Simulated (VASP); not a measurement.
Wanted: the native input for a VASP 6.6.1 run.

```yaml
Task: single point
Functional: PBE
Potentials_or_basis: VASP PAW PBE potentials, release 64 (C)
Cutoff: 520 eV
k_mesh: 7 × 3 × 1
Occupations: gaussian, width 0.1 eV
Spin: no spin polarisation
Dipole_correction: yes
Further_INCAR_settings: ALGO = Normal; EDIFF = 1e-06; NBANDS = 33
```

The structure of C lies in POSCAR:

```
C
1.0
    4.2718357708      0.0000000000      0.0000000000
   -2.1359178854      8.6110540238      0.0000000000
    0.0000000000      0.0000000000     20.2788004813
C
11
Direct
    0.1564123854      0.9794914374      0.1972503257
    0.8230790520      0.9794914374      0.1972503257
    0.6461581040      0.9589828748      0.2574344554
    0.3128247708      0.9589828748      0.2574344554
    0.1338042252      0.9383827949      0.3175270426
    0.8045778963      0.9383825959      0.3175270455
    0.6222260098      0.9176685708      0.3778997975
    0.2954418906      0.9176685766      0.3778997213
    0.0947392957      0.8987953138      0.4329048587
    0.8040522437      0.8987946148      0.4329053136
    0.0947392957      1.1487953138      0.3203214243
```

One way to write it, as run:

INCAR

```
PREC     = Accurate       # precision mode
ENCUT    = 520            # plane-wave cutoff, eV
EDIFF    = 1E-6           # SCF threshold, eV
ISMEAR   = 0              # smearing method
SIGMA    = 0.1            # smearing width, eV
LREAL    = False          # projectors in reciprocal space
LASPH    = True           # aspherical terms in the spheres
NELM     = 100            # most SCF steps
ALGO     = Normal         # electronic algorithm
ISIF     = 2              # what is computed and relaxed
LWAVE    = False          # write WAVECAR
LCHARG   = False          # write CHGCAR
LDIPOL   = True         
IDIPOL   = 3            
DIPOL    = 0.5 0.5 0.317
GGA      = PE             # functional
NBANDS   = 33             # bands
```

KPOINTS

```
Automatic mesh
0
Gamma
  7 3 1
```

Potentials or basis: VASP PAW PBE potentials, release 64 (C).

Launch:

```bash
$ cat potpaw_PBE.64/C/POTCAR > POTCAR
$ mpirun -np 1 vasp_std > vasp.out
```

It gave:

- Largest force: 5.135 eV/Å
- Band gap on the k mesh: zero (bands 22 and 23 overlap by 0.19 eV)

Wall time 6.4 min on 1 thread of Intel(R) Xeon(R) 6975P-C (Granite Rapids), on a shared host, peak memory 0.74 GiB.
